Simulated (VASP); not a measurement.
Set up this calculation in VASP 6.6.1, as the native input.

* Task: single point
* Functional: LDA
* Potentials or basis: VASP PAW LDA potentials, release 64 (Li_sv, F)
* Cutoff: 520 eV
* k mesh: 7 × 7 × 7
* Occupations: gaussian, width 0.01 eV
* Spin: no spin polarisation
* Dipole correction: no
* Further INCAR settings: ALGO = Normal; EDIFF = 1e-06; NBANDS = 12

The structure of LiF (Griceite) lies in POSCAR:

```
LiF
1.0
    0.0000000000      1.9299839184      1.9299839184
    1.9299839184      0.0000000000      1.9299839184
    1.9299839184      1.9299839184      0.0000000000
Li F
1 1
Direct
    0.0000000000      0.0000000000      0.0000000000
    0.5000000000      0.5000000000      0.5000000000
```

One way to write it, as run:

INCAR

```
ALGO = Normal ; EDIFF = 1E-6
ENCUT = 520 ; ISIF = 2
ISMEAR = 0 ; LASPH = T
LCHARG = F ; LREAL = F
LWAVE = F ; NBANDS = 12
NELM = 80 ; PREC = Accurate
SIGMA = 0.01
```

KPOINTS

```
k-points
0
Gamma
  7 7 7
```

Potentials or basis: VASP PAW LDA potentials, release 64 (Li_sv, F).

The run is started by

```sh
$ cat potpaw_LDA.64/Li_sv/POTCAR potpaw_LDA.64/F/POTCAR > POTCAR
$ mpirun -np 1 vasp_std > vasp.out
```

Results of the run:

```
Band gap on the k mesh : 10.08 eV, direct
```

Run time: 2.6 s on 1 thread of Intel(R) Xeon(R) Platinum 8488C (Sapphire Rapids) (shared host), peak memory 0.11 GiB.
